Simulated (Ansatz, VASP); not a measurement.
# Two plane-wave programs on BaS

```
Ba S
1.0
     0.00000    3.19375    3.19375
     3.19375    0.00000    3.19375
     3.19375    3.19375    0.00000
Ba S
1 1
Direct
  0.00000 0.00000 0.00000
  0.50313 0.50313 0.49687
```

Alike in both runs: task single point; functional PBE; k mesh 5 × 5 × 5; no spin polarisation.

|  | VASP | Ansatz |
| --- | --- | --- |
| version | VASP 6.6.1 | Ansatz 0.2.0 |
| potentials or method | VASP PAW PBE potentials, release 64 (Ba_sv, S), cutoff 520 eV | plane waves, PAW |
| occupations | gaussian, width 0.01 eV | fixed |
| valence electrons in the cell | 16 | 16 |

```csv
,VASP,Ansatz,Ansatz less VASP
gap on the k mesh at the Fermi level (eV),2.22,2.32,+0.096
```

Neither program's run includes spin-orbit coupling.
